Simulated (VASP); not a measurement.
# C (P1) in VASP: further runs, part 2 of 2

VASP 6.6.1.

**3. Single point, r2SCAN (atoms moved at random)**

Input file POSCAR:

```
C
1.0
    2.5098396852      0.0000000000      0.0000000000
   -1.2549198426      2.1735849268      0.0000000000
    0.0000000000      0.0000000000      8.2803246248
C
8
Direct
    0.0635854342     -0.0135586454      0.1101616728
   -0.0669148929     -0.1402105922      0.5549904431
    0.1144054438      0.0805080178      0.3590515686
   -0.0454485965      0.1989001867      0.9479255089
    0.1483821874      0.5024540254      0.1285280821
    0.7218508856      0.3138529557      0.6638628341
    0.3909020880      0.7039927543      0.3962868883
    0.6732374504      0.3540612978      0.8391930022
```

Input file INCAR.step1:

```
SYSTEM = C
PREC = Accurate ; ENCUT = 520
ISMEAR = 0 ; SIGMA = 0.05
LREAL = .False. ; LASPH = .True.
NELM = 80 ; NBANDS = 26
GGA = PE ; ALGO = Normal
EDIFF = 1E-4 ; LWAVE = .True.
LCHARG = .False.
```

Input file INCAR.step2:

```
SYSTEM = C
PREC = Accurate ; ENCUT = 520
EDIFF = 1E-7 ; ISMEAR = 0
SIGMA = 0.05 ; LREAL = .False.
LASPH = .True. ; NELM = 80
ALGO = Normal ; ISIF = 2
LWAVE = .False. ; LCHARG = .True.
METAGGA = R2SCAN ; LMIXTAU = .True.
LELF = .True. ; LVHAR = .True.
NBANDS = 26 ; ISTART = 1
```

Input file KPOINTS:

```
regular mesh
0
Gamma
  12 12 4
  0 0 0
```

Potentials or basis: VASP PAW PBE potentials, release 64 (C).

Started as:

```
> cat potpaw_PBE.64/C/POTCAR > POTCAR
> cp INCAR.step1 INCAR
> mpirun -np 1 vasp_std > vasp.out
> cp INCAR.step2 INCAR
> mpirun -np 1 vasp_std > vasp.out
```

OUTCAR:

```text
SYSTEM = C
   PREC = Accurate
   ENCUT = 520
   EDIFF = 1E-7
   ISMEAR = 0
   LREAL = .False.
   LASPH = .True.
   NELM = 80
   ISIF = 2
   METAGGA = R2SCAN
   ISTART = 1

 ion  position               nearest neighbor table
   1  0.064  0.986  0.110-   5 1.21   5 1.34   4 1.52   5 2.00   3 2.07
   2  0.933  0.860  0.555-   6 1.50   3 1.70   6 1.73   7 1.79   7 1.91   6 1.94
   3  0.114  0.081  0.359-   7 1.39   7 1.46   7 1.60   2 1.70   1 2.07
   4  0.955  0.199  0.948-   8 1.32   1 1.52   5 1.64   8 1.87
[... 912 lines left out ...]
  Total       15.1842497     29.6170472      4.2996084     -0.9248140      2.3231460      2.0070549
  in kB      538.5598346   1050.4669214    152.4998869    -32.8016004     82.3980869     71.1868678
  external PRESSURE =     580.5088809 kB  Pullay stress =       0.0000000 kB

 VOLUME and BASIS-vectors are now :
 -----------------------------------------------------------------------------
  energy-cutoff  :      520.00
  volume of cell :       45.17
      direct lattice vectors                 reciprocal lattice vectors
     2.509839685  0.000000000  0.000000000     0.398431823  0.230034720  0.000000000
    -1.254919843  2.173584927  0.000000000     0.000000000  0.460069440  0.000000000
     0.000000000  0.000000000  8.280324625     0.000000000  0.000000000  0.120768212

 POSITION                                       TOTAL-FORCE (eV/Angst)
 -----------------------------------------------------------------------------------
     -1.07832      2.14411      0.91217        -0.634172     -8.711929     -3.442822
      1.26293      1.86883      4.59550        -2.393063      1.190207      7.530613
      0.18611      0.17499      2.97306        -2.341503     -3.208878      5.552308
      2.14617      0.43233      7.84913         6.928156     -1.191829     -1.375663
     -0.25812      1.09213      1.06425        -1.680322      9.701854     -1.141565
      1.41787      0.68219      5.49700        -0.544535     -1.007857     -3.138321
      0.09765      1.53019      3.28138         4.307727      3.367174     -2.514678
      1.24540      0.76958      6.94879        -3.642288     -0.138742     -1.469872
 -----------------------------------------------------------------------------------
    total drift:                               -0.000077      0.000076      0.000065

  FREE ENERGIE OF THE ION-ELECTRON SYSTEM (eV)
  ---------------------------------------------------
  free  energy   TOTEN  =       -60.9069155493 eV

  energy  without entropy=      -60.9056864092  energy(sigma->0) =      -60.90630098
```

OUTCAR.step1:

```text
SYSTEM = C
   PREC = Accurate
   ENCUT = 520
   ISMEAR = 0
   LREAL = .False.
   LASPH = .True.
[... 941 lines left out ...]
      1.41787      0.68219      5.49700        -0.459251     -0.993487     -3.007101
      0.09765      1.53019      3.28138         4.158593      3.333265     -2.445280
      1.24540      0.76958      6.94879        -3.705168     -0.069691     -1.592317
 -----------------------------------------------------------------------------------
    total drift:                               -0.000500      0.001122      0.001080

  FREE ENERGIE OF THE ION-ELECTRON SYSTEM (eV)
  ---------------------------------------------------
  free  energy   TOTEN  =       -55.7883175372 eV

  energy  without entropy=      -55.7867402806  energy(sigma->0) =      -55.78752891
```

OSZICAR.step1:

```text
N       E                     dE             d eps       ncg     rms          rms(c)
DAV:   1     0.756151221539E+02    0.75615E+02   -0.16744E+04 15184   0.120E+03
DAV:   2    -0.533931740038E+02   -0.12901E+03   -0.12004E+03 19068   0.234E+02
DAV:   3    -0.588946825801E+02   -0.55015E+01   -0.53964E+01 19852   0.428E+01
DAV:   4    -0.589563100862E+02   -0.61628E-01   -0.61454E-01 19120   0.476E+00
DAV:   5    -0.589573911283E+02   -0.10810E-02   -0.10800E-02 19646   0.549E-01    0.121E+01
DAV:   6    -0.565377635027E+02    0.24196E+01   -0.34952E+00 19438   0.133E+01    0.704E+00
DAV:   7    -0.559816277978E+02    0.55614E+00   -0.23989E+00 19444   0.105E+01    0.430E+00
DAV:   8    -0.557862606292E+02    0.19537E+00   -0.94473E-01 18858   0.632E+00    0.136E+00
DAV:   9    -0.557897628887E+02   -0.35023E-02   -0.88666E-02 19772   0.192E+00    0.632E-01
DAV:  10    -0.557885250763E+02    0.12378E-02   -0.93592E-03 18812   0.679E-01    0.147E-01
DAV:  11    -0.557883371882E+02    0.18789E-03   -0.17191E-03 19150   0.308E-01    0.621E-02
DAV:  12    -0.557883175372E+02    0.19651E-04   -0.17247E-04 10478   0.966E-02
   1 F= -.55788318E+02 E0= -.55787529E+02  d E =-.157726E-02
```

Run time: 21 min. Hardware: 1 thread of AMD EPYC 7R43 (Zen 3), shared host; peak memory 0.29 GiB.

Results:

| Property | Result |
| --- | --- |
| Free energy | -60.9069 eV |
| Pressure | 58.1 GPa |
| Largest force | 9.912 eV/Å |
| Band gap on the k mesh | zero (bands 16 and 17 overlap by 3.51 eV) |

Forces on the atoms (eV/Å):
```
C   -0.634 -8.712 -3.443
C   -2.393  1.190  7.531
C   -2.342 -3.209  5.552
C    6.928 -1.192 -1.376
C   -1.680  9.702 -1.142
C   -0.545 -1.008 -3.138
C    4.308  3.367 -2.515
C   -3.642 -0.139 -1.470
```

Caveat: the cell differs from its parent crystal (atoms moved at random); the stress differs along the axes, from 15 to 105 GPa; the PAW data sets were made with another functional, which shifts forces and pressure a little.
